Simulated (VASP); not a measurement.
Zn, 2 atoms in the cell. The structure is hexagonal, space group P6_3/mmc (No. 194). Conventional cell: a = 2.665 Å, b = 2.665 Å, c = 5.095 Å, α = 90.00°, β = 90.00°, γ = 120.00°. Zn (site symmetry -6m2) has 12 Zn at 2.66 to 2.98 Å within 3.5 Å.  This cell differs from its parent crystal: strain +0.000 along x and y, +0.030 along z.

| Quantity | Value |
| --- | --- |
| Program | VASP 6.6.1 |
| Task | single point |
| Functional | PBE |
| Potentials or basis | VASP PAW PBE potentials, release 64 (Zn) |
| Cutoff | 520 eV |
| k mesh | 24 × 24 × 10 |
| Occupations | gaussian, width 0.15 eV |
| Spin | no spin polarisation |
| Dipole correction | no |
| Further INCAR settings | ALGO = Fast; EDIFF = 1e-07; NBANDS = 19 |

Potentials or basis: VASP PAW PBE potentials, release 64 (Zn).

The run is started by

```console
$ cat potpaw_PBE.64/Zn/POTCAR > POTCAR
$ mpirun -np 1 vasp_std > vasp.out
```

Hardware: 1 thread of AMD EPYC 7R13 Processor (Zen 3), on a shared host.

Estimate the wall time of this run.

Wall time 2.5 min on 1 thread of AMD EPYC 7R13 Processor (Zen 3), with other jobs on the host, peak memory 0.25 GiB. Counts: scf iterations 14, k points 366.
